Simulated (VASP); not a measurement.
# B (Fd-3m) in VASP: further runs, part 2 of 2

VASP 6.6.1. The steps go on from the part before.

### Step 3. Single point, r2SCAN

File POSCAR:

```
B
1.0
    0.0000000000      2.4917071520      2.4917071520
    2.4917071520      0.0000000000      2.4917071520
    2.4917071520      2.4917071520      0.0000000000
B
4
Direct
    0.0000000000      0.0000000000      0.0000000000
    0.5000000000      0.0000000000      0.0000000000
    0.0000000000      0.0000000000      0.5000000000
    0.0000000000      0.5000000000      0.0000000000
```

File INCAR.step1:

```
SYSTEM = B
PREC = Accurate
ENCUT = 520
ISMEAR = -1
SIGMA = 0.1
LREAL = .FALSE.
LASPH = .TRUE.
NELM = 100
NBANDS = 14
GGA = PE
ALGO = Normal
EDIFF = 1E-4
LWAVE = .TRUE.
LCHARG = .FALSE.
```

File INCAR.step2:

```
SYSTEM = B
PREC = Accurate
ENCUT = 520
EDIFF = 1E-6
ISMEAR = -1
SIGMA = 0.1
LREAL = .FALSE.
LASPH = .TRUE.
NELM = 100
ALGO = Normal
ISIF = 2
LWAVE = .FALSE.
LCHARG = .FALSE.
METAGGA = R2SCAN
LMIXTAU = .TRUE.
NBANDS = 14
ISTART = 1
```

File KPOINTS:

```
regular mesh
0
G
  8 8 8
  0 0 0
```

Potentials or basis: VASP PAW PBE potentials, release 64 (B).

Launch:

```sh
> cat potpaw_PBE.64/B/POTCAR > POTCAR
> cp INCAR.step1 INCAR
> mpirun -np 1 vasp_std > vasp.out
> cp INCAR.step2 INCAR
> mpirun -np 1 vasp_std > vasp.out
```

OUTCAR:

```text
SYSTEM = B
   PREC = Accurate
   ENCUT = 520
   EDIFF = 1E-6
   ISMEAR = -1
   LREAL = .FALSE.
   LASPH = .TRUE.
   NELM = 100
   ISIF = 2
   METAGGA = R2SCAN
   ISTART = 1

 ion  position               nearest neighbor table
   1  0.000  0.000  0.000-   2 1.76   3 1.76   4 1.76   3 1.76   4 1.76   2 1.76
   2  0.500  0.000  0.000-   1 1.76   3 1.76   4 1.76   1 1.76   3 1.76   4 1.76
   3  0.000  0.000  0.500-   1 1.76   1 1.76   2 1.76   4 1.76   4 1.76   2 1.76
   4  0.000  0.500  0.000-   1 1.76   3 1.76   1 1.76   2 1.76   3 1.76   2 1.76

  LATTYP: Found a face centered cubic cell.
 ALAT       =     4.9834143040

  Lattice vectors:

 A1 = (   0.0000000000,   2.4917071520,   2.4917071520)
 A2 = (   2.4917071520,   0.0000000000,   2.4917071520)
 A3 = (   2.4917071520,   2.4917071520,   0.0000000000)

Analysis of symmetry for initial positions (statically):
=====================================================================
 Subroutine PRICEL returns:
 Original cell was already a primitive cell.

 Routine SETGRP: Setting up the symmetry group for a
 face centered cubic supercell.

 Subroutine GETGRP returns: Found 48 space group operations
 (whereof 12 operations were pure point group operations)
 out of a pool of 48 trial point group operations.

The static configuration has the point symmetry D_3d.
 The point group associated with its full space group is O_h .

Analysis of symmetry for dynamics (positions and initial velocities):
=====================================================================
 Subroutine PRICEL returns:
 Original cell was already a primitive cell.

 Routine SETGRP: Setting up the symmetry group for a
 face centered cubic supercell.

 Subroutine GETGRP returns: Found 48 space group operations
 (whereof 12 operations were pure point group operations)
 out of a pool of 48 trial point group operations.

The dynamic configuration has the point symmetry D_3d.
 The point group associated with its full space group is O_h .

 Subroutine INISYM returns: Found 48 space group operations
 (whereof 12 operations are pure point group operations),
 and found     1 'primitive' translations
[... 133 lines left out ...]
 maximum number of plane-waves:       869
 NGX is ok and might be reduce to    28
   NGX = 13   NGY = 13   NGZ = 13

 number of electron      12.0000000 magnetization

 Free energy of the ion-electron system (eV)
  ---------------------------------------------------
  ext. energy  EPLUGINS =         0.00000000
  ---------------------------------------------------
  free energy    TOTEN  =       -26.40220025 eV

  energy without entropy =      -26.38173346  energy(sigma->0) =      -26.39196685

 E-fermi :   5.2168     XC(G=0): -12.0548

 val. band max:        5.0691278343   @ k =   0.5000   0.1250   0.0000
 cond. band min:       5.2282724782   @ k =  -0.3750   0.1250   0.0000
 fundamental gap:      0.1591446439
 Fermi energy:         5.2167776789

 k-point     1 :       0.0000    0.0000    0.0000
  band No.  band energies     occupation
      1     -11.1703      2.00000
      2      -4.2492      2.00000
      3       1.9111      2.00000
      4       1.9111      2.00000
      5       1.9111      2.00000
      6       6.9754      0.00000
      7       6.9754      0.00000
      8       8.2475      0.00000
      9       8.2475      0.00000
     10       8.2475      0.00000
     11      12.3662      0.00000
     12      18.6696      0.00000
     13      18.6696      0.00000
     14      18.6696      0.00000
[... 377 lines left out ...]
      1      -8.4655      2.00000
      2      -6.6621      2.00000
      3      -2.5222      2.00000
      4       0.3499      2.00000
      5       2.3309      2.00000
      6       4.7700      1.97731
      7       6.3029      0.00004
      8       8.5322      0.00000
      9      11.7800      0.00000
     10      14.7583      0.00000
     11      17.1585      0.00000
     12      17.1634      0.00000
     13      18.4052      0.00000
     14      21.8317      0.00000

 [... further k-points ...]

------------------------ aborting loop because EDIFF is reached ----------------------------------------

  FORCE on cell =-STRESS in cart. coord.  units (eV):
  Direction    XX          YY          ZZ          XY          YZ          ZX
  --------------------------------------------------------------------------------------
  -------------------------------------------------------------------------------------
  Total       -0.0117034     -0.0117034     -0.0117034      0.0000000     -0.0000000     -0.0000000
  in kB       -0.6060418     -0.6060418     -0.6060418      0.0000000     -0.0000000     -0.0000000
  external PRESSURE =      -0.6060418 kB  Pullay stress =       0.0000000 kB

 VOLUME and BASIS-vectors are now :
 -----------------------------------------------------------------------------
  energy-cutoff  :      520.00
  volume of cell :       30.94
      direct lattice vectors                 reciprocal lattice vectors
     0.000000000  2.491707152  2.491707152    -0.200665636  0.200665636  0.200665636
     2.491707152  0.000000000  2.491707152     0.200665636 -0.200665636  0.200665636
     2.491707152  2.491707152  0.000000000     0.200665636  0.200665636 -0.200665636

 POSITION                                       TOTAL-FORCE (eV/Angst)
 -----------------------------------------------------------------------------------
      0.00000      0.00000      0.00000         0.000000     -0.000000      0.000000
      0.00000      1.24585      1.24585        -0.000000      0.000000      0.000000
      1.24585      1.24585      0.00000         0.000000      0.000000      0.000000
      1.24585      0.00000      1.24585         0.000000      0.000000     -0.000000
 -----------------------------------------------------------------------------------
    total drift:                               -0.000000     -0.000000      0.000000

  FREE ENERGIE OF THE ION-ELECTRON SYSTEM (eV)
  ---------------------------------------------------
  free  energy   TOTEN  =       -26.4022002503 eV

  energy  without entropy=      -26.3817334586  energy(sigma->0) =      -26.39196685
```

OUTCAR.step1:

```text
SYSTEM = B
   PREC = Accurate
   ENCUT = 520
   ISMEAR = -1
   LREAL = .FALSE.
   LASPH = .TRUE.
[... 638 lines left out ...]
      0.00000      1.24585      1.24585        -0.000000      0.000000     -0.000000
      1.24585      1.24585      0.00000        -0.000000     -0.000000     -0.000000
      1.24585      0.00000      1.24585         0.000000      0.000000      0.000000
 -----------------------------------------------------------------------------------
    total drift:                               -0.000000     -0.000000     -0.000000

  FREE ENERGIE OF THE ION-ELECTRON SYSTEM (eV)
  ---------------------------------------------------
  free  energy   TOTEN  =       -23.9651558224 eV

  energy  without entropy=      -23.9444137965  energy(sigma->0) =      -23.95478481
```

Wall time 34 s (1 thread of Intel Xeon Platinum 8488C (Sapphire Rapids), shared host); peak memory 0.15 GiB.

Results:

| Quantity | Value |
| --- | --- |
| Free energy | -26.4022 eV |
| Pressure | -0.1 GPa |
| Band gap on the k mesh | zero (band 6 reaches 6.98 eV, above the bottom of band 7 at 3.23 eV) |

Caveat: the PAW data sets were made with another functional, which shifts forces and pressure a little.

### Step 4. Relaxation of cell and atoms, r2SCAN

This run uses another cell than the first one, of 3.93 Å³/atom, 0.509 times its volume.

File POSCAR:

```
B
1.0
    0.0000000000      1.9889570000      1.9889570000
    1.9889570000      0.0000000000      1.9889570000
    1.9889570000      1.9889570000      0.0000000000
B
4
Direct
    0.0000000000      0.0000000000      0.0000000000
    0.5000000000      0.0000000000      0.0000000000
    0.0000000000      0.0000000000      0.5000000000
    0.0000000000      0.5000000000      0.0000000000
```

File INCAR.step1:

```
SYSTEM = B
PREC = Accurate
ENCUT = 600
ISMEAR = -1
SIGMA = 0.1
LREAL = .False.
LASPH = .True.
NELM = 60
GGA = PE
ALGO = Normal
EDIFF = 1E-4
LWAVE = .True.
LCHARG = .False.
```

File INCAR.step2:

```
SYSTEM = B
PREC = Accurate
ENCUT = 600
EDIFF = 1E-6
ISMEAR = -1
SIGMA = 0.1
LREAL = .False.
LASPH = .True.
NELM = 60
ALGO = Normal
ISIF = 3
LWAVE = .False.
LCHARG = .False.
METAGGA = R2SCAN
LMIXTAU = .True.
IBRION = 2
NSW = 60
EDIFFG = -0.01
ISTART = 1
```

File KPOINTS:

```
regular mesh
0
Gamma
  8 8 8
  0 0 0
```

Potentials or basis: VASP PAW PBE potentials, release 64 (B).

Launch:

```sh
> cat potpaw_PBE.64/B/POTCAR > POTCAR
> cp INCAR.step1 INCAR
> mpirun -np 1 vasp_std > vasp.out
> cp INCAR.step2 INCAR
> mpirun -np 1 vasp_std > vasp.out
```

OUTCAR:

```text
SYSTEM = B
   PREC = Accurate
   ENCUT = 600
   EDIFF = 1E-6
   ISMEAR = -1
   LREAL = .False.
   LASPH = .True.
   NELM = 60
   ISIF = 3
   METAGGA = R2SCAN
   IBRION = 2
   NSW = 60
   EDIFFG = -0.01
   ISTART = 1

 ion  position               nearest neighbor table
   1  0.000  0.000  0.000-   2 1.41   3 1.41   4 1.41   3 1.41   4 1.41   2 1.41
   2  0.500  0.000  0.000-   1 1.41   3 1.41   4 1.41   1 1.41   3 1.41   4 1.41
   3  0.000  0.000  0.500-   1 1.41   1 1.41   2 1.41   4 1.41   4 1.41   2 1.41
   4  0.000  0.500  0.000-   1 1.41   3 1.41   1 1.41   2 1.41   3 1.41   2 1.41

  LATTYP: Found a face centered cubic cell.
 ALAT       =     3.9779140000

  Lattice vectors:

 A1 = (   0.0000000000,   1.9889570000,   1.9889570000)
 A2 = (   1.9889570000,   0.0000000000,   1.9889570000)
 A3 = (   1.9889570000,   1.9889570000,   0.0000000000)

Analysis of symmetry for initial positions (statically):
=====================================================================
 Subroutine PRICEL returns:
 Original cell was already a primitive cell.

 Routine SETGRP: Setting up the symmetry group for a
 face centered cubic supercell.

 Subroutine GETGRP returns: Found 48 space group operations
 (whereof 12 operations were pure point group operations)
 out of a pool of 48 trial point group operations.

[... 153 lines left out ...]
  energy-cutoff  :      600.00
  volume of cell :       15.74
 maximum number of plane-waves:       544
 NGX is ok and might be reduce to    24
   NGX = 11   NGY = 11   NGZ = 11

--------------------------------------- Ionic step        1  -------------------------------------------

 number of electron      12.0000000 magnetization

 Free energy of the ion-electron system (eV)
  ---------------------------------------------------
  ext. energy  EPLUGINS =         0.00000000
  ---------------------------------------------------
  free energy    TOTEN  =       -13.63765593 eV

  energy without entropy =      -13.62317551  energy(sigma->0) =      -13.63041572

 E-fermi :  13.0296     XC(G=0): -15.3287

 val. band max:       12.9744564514   @ k =   0.1250   0.1250   0.0000
 cond. band min:      13.1026349304   @ k =   0.2500   0.0000   0.0000
 fundamental gap:      0.1281784790
 Fermi energy:        13.0295862002
[... 740 lines left out ...]
  FREE ENERGIE OF THE ION-ELECTRON SYSTEM (eV)
  ---------------------------------------------------
  free  energy   TOTEN  =       -26.3825588229 eV

  energy  without entropy=      -26.3614726563  energy(sigma->0) =      -26.37201574

[... ionic steps 4 to 19 ...]

--------------------------------------- Ionic step       20  -------------------------------------------

 number of electron      12.0000001 magnetization

------------------------ aborting loop because EDIFF is reached ----------------------------------------
[... 71 lines left out ...]
--------------------------------------- Ionic step       22  -------------------------------------------

 number of electron      12.0000001 magnetization

 Free energy of the ion-electron system (eV)
  ---------------------------------------------------
  ext. energy  EPLUGINS =         0.00000000
  ---------------------------------------------------
  free energy    TOTEN  =       -26.39228103 eV

  energy without entropy =      -26.37184907  energy(sigma->0) =      -26.38206505

 E-fermi :   5.2272     XC(G=0): -12.0597

 val. band max:        5.0792377427   @ k =   0.5000   0.1250   0.0000
 cond. band min:       5.2388778540   @ k =  -0.3750   0.1250   0.0000
 fundamental gap:      0.1596401113
 Fermi energy:         5.2272175949
[... 343 lines left out ...]
  FREE ENERGIE OF THE ION-ELECTRON SYSTEM (eV)
  ---------------------------------------------------
  free  energy   TOTEN  =       -26.3922810309 eV

  energy  without entropy=      -26.3718490711  energy(sigma->0) =      -26.38206505

 reached required accuracy - stopping structural energy minimisation
```

Wall time 2.4 min (1 thread of Intel Xeon Platinum 8488C (Sapphire Rapids), shared host); peak memory 0.13 GiB.

Results:

| Item | Value |
| --- | --- |
| Free energy | -26.3923 eV |
| Relaxed volume | 7.73 Å³/atom |
| Relaxed cell | a = 3.523 Å, b = 3.523 Å, c = 3.523 Å, α = 60.00°, β = 60.00°, γ = 60.00° |
| Space group after relaxing (to 0.05 Å) | Fd-3m (No. 227) |
| Energy gained by relaxing | 3188.7 meV/atom |
| Ionic steps | 22 |
| Pressure after relaxing | 0.2 GPa |
| Band gap on the k mesh | zero (band 6 reaches 6.99 eV, above the bottom of band 7 at 3.24 eV) |

Step by step:
```tsv
step	energy change (eV)	largest force (eV/Å)	pressure (GPa)	volume (Å³)
1	0.0000	0.0000	445.47	15.74
2	-7.5961	0.0000	-40.35	56.11
3	-12.7449	0.0000	-4.43	31.63
4	-12.7528	0.0000	-1.97	31.23
5	-12.7545	0.0000	0.56	30.85
6	-12.7545	0.0000	0.56	30.85
7	-12.7545	0.0000	0.56	30.85
8	-12.7545	0.0000	0.56	30.85
9	-12.7545	0.0000	0.56	30.85
10	-12.7545	0.0000	0.56	30.85
11	-12.7545	0.0000	0.56	30.85
12	-12.7545	0.0000	0.56	30.85
13	-12.7545	0.0000	0.56	30.85
14	-12.7545	0.0000	0.56	30.85
15	-12.7545	0.0000	0.55	30.85
16	-12.7545	0.0000	0.55	30.85
17	-12.7545	0.0000	0.55	30.85
18	-12.7545	0.0000	0.54	30.86
19	-12.7545	0.0000	0.51	30.86
20	-12.7545	0.0000	0.47	30.87
21	-12.7546	0.0000	0.39	30.88
22	-12.7546	0.0000	0.20	30.91
```

Final structure:
```yaml
crystal:
  lattice:
    - [0.00000, 2.49083, 2.49083]
    - [2.49083, 0.00000, 2.49083]
    - [2.49083, 2.49083, 0.00000]
  atoms:
    - { symbol: B, position: [0.00000, 0.00000, 0.00000] }
    - { symbol: B, position: [0.50000, 0.00000, 0.00000] }
    - { symbol: B, position: [0.00000, 0.00000, 0.50000] }
    - { symbol: B, position: [0.00000, 0.50000, 0.00000] }
```

Caveat: the volume moved by over 15 % at a fixed basis, so the end points are rough; the PAW data sets were made with another functional, which shifts forces and pressure a little.

### Step 5. Relaxation of cell and atoms, r2SCAN

This run uses another cell than the first one, of 3.93 Å³/atom, 0.509 times its volume.

POSCAR is that of step 4.

File INCAR.step1:

```
PREC     = Accurate       # precision mode
ENCUT    = 600            # plane-wave cutoff, eV
ISMEAR   = -1             # smearing method
SIGMA    = 0.1            # smearing width, eV
LREAL    = False          # projectors in reciprocal space
LASPH    = True           # aspherical terms in the spheres
NELM     = 100            # most SCF steps
GGA      = PE             # functional
ALGO     = Normal         # electronic algorithm
EDIFF    = 1E-4           # SCF threshold, eV
LWAVE    = True           # write WAVECAR
LCHARG   = False          # write CHGCAR
```

File INCAR.step2:

```
PREC     = Accurate       # precision mode
ENCUT    = 600            # plane-wave cutoff, eV
EDIFF    = 1E-7           # SCF threshold, eV
ISMEAR   = -1             # smearing method
SIGMA    = 0.1            # smearing width, eV
LREAL    = False          # projectors in reciprocal space
LASPH    = True           # aspherical terms in the spheres
NELM     = 100            # most SCF steps
ALGO     = Normal         # electronic algorithm
ISIF     = 3              # what is computed and relaxed
LWAVE    = False          # write WAVECAR
LCHARG   = False          # write CHGCAR
METAGGA  = R2SCAN         # meta-GGA
LMIXTAU  = True         
IBRION   = 2              # ionic algorithm
NSW      = 60             # ionic steps
EDIFFG   = -0.01          # ionic threshold
ISTART   = 1
```

File KPOINTS:

```
Automatic mesh
0
Gamma
  8 8 8
```

Launch:

```sh
> cat potpaw_PBE.64/B/POTCAR > POTCAR
> cp INCAR.step1 INCAR
> mpirun -np 1 vasp_std > vasp.out
> cp INCAR.step2 INCAR
> mpirun -np 1 vasp_std > vasp.out
```

Wall time 2.3 min (1 thread of Intel Xeon Platinum 8488C (Sapphire Rapids), shared host); peak memory 0.13 GiB.

The run converged. Its results:

```
Free energy                            : -26.3923 eV
Relaxed volume                         : 7.73 Å³/atom
Relaxed cell                           : a = 3.523 Å, b = 3.523 Å, c = 3.523 Å, α = 60.00°, β = 60.00°, γ = 60.00°
Space group after relaxing (to 0.05 Å) : Fd-3m (No. 227)
Energy gained by relaxing              : 3188.7 meV/atom
Ionic steps                            : 22
Pressure after relaxing                : 0.2 GPa
Band gap on the k mesh                 : zero (band 6 reaches 6.99 eV, above the bottom of band 7 at 3.24 eV)
```

Step by step:
```
step  energy change (eV)  largest force (eV/Å)  pressure (GPa)  volume (Å³)
   1              0.0000                0.0000          445.47        15.74
   2             -7.5961                0.0000          -40.35        56.11
   3            -12.7449                0.0000           -4.43        31.63
   4            -12.7528                0.0000           -1.97        31.23
   5            -12.7545                0.0000            0.56        30.85
   6            -12.7545                0.0000            0.56        30.85
   7            -12.7545                0.0000            0.56        30.85
   8            -12.7545                0.0000            0.56        30.85
   9            -12.7545                0.0000            0.56        30.85
  10            -12.7545                0.0000            0.56        30.85
  11            -12.7545                0.0000            0.56        30.85
  12            -12.7545                0.0000            0.56        30.85
  13            -12.7545                0.0000            0.56        30.85
  14            -12.7545                0.0000            0.56        30.85
  15            -12.7545                0.0000            0.55        30.85
  16            -12.7545                0.0000            0.55        30.85
  17            -12.7545                0.0000            0.55        30.85
  18            -12.7545                0.0000            0.54        30.86
  19            -12.7545                0.0000            0.51        30.86
  20            -12.7545                0.0000            0.46        30.87
  21            -12.7546                0.0000            0.37        30.88
  22            -12.7546                0.0000            0.18        30.91
```

Final structure:
```cif
data_structure
_symmetry_space_group_name_H-M 'P 1'
_symmetry_Int_Tables_number 1
_cell_length_a 3.5226
_cell_length_b 3.5226
_cell_length_c 3.5226
_cell_angle_alpha 60.000
_cell_angle_beta 60.000
_cell_angle_gamma 60.000
_cell_volume 30.91
loop_
_atom_site_label
_atom_site_type_symbol
_atom_site_fract_x
_atom_site_fract_y
_atom_site_fract_z
_atom_site_occupancy
B1 B 0.00000 0.00000 0.00000 1
B2 B 0.50000 0.00000 0.00000 1
B3 B 0.00000 0.00000 0.50000 1
B4 B 0.00000 0.50000 0.00000 1
```

Levels at points of the mesh, in eV from the Fermi level:
```
           k point  band 2  band 3  band 4  band 5  band 6  band 7  band 8  band 9  band 10
(0.00, 0.00, 0.00)   -9.47   -3.31   -3.31   -3.31    1.76    1.76    3.04    3.04     3.04
(0.50, 0.00, 0.00)  -11.97   -7.05   -2.00   -2.00   -1.99   -1.99    6.74    6.74     6.84
(0.50, 0.50, 0.00)  -12.69   -5.41   -5.41   -4.94   -4.94    6.48    6.48    7.39     7.39
```

Caveat: the volume moved by over 15 % at a fixed basis, so the end points are rough; the PAW data sets were made with another functional, which shifts forces and pressure a little.
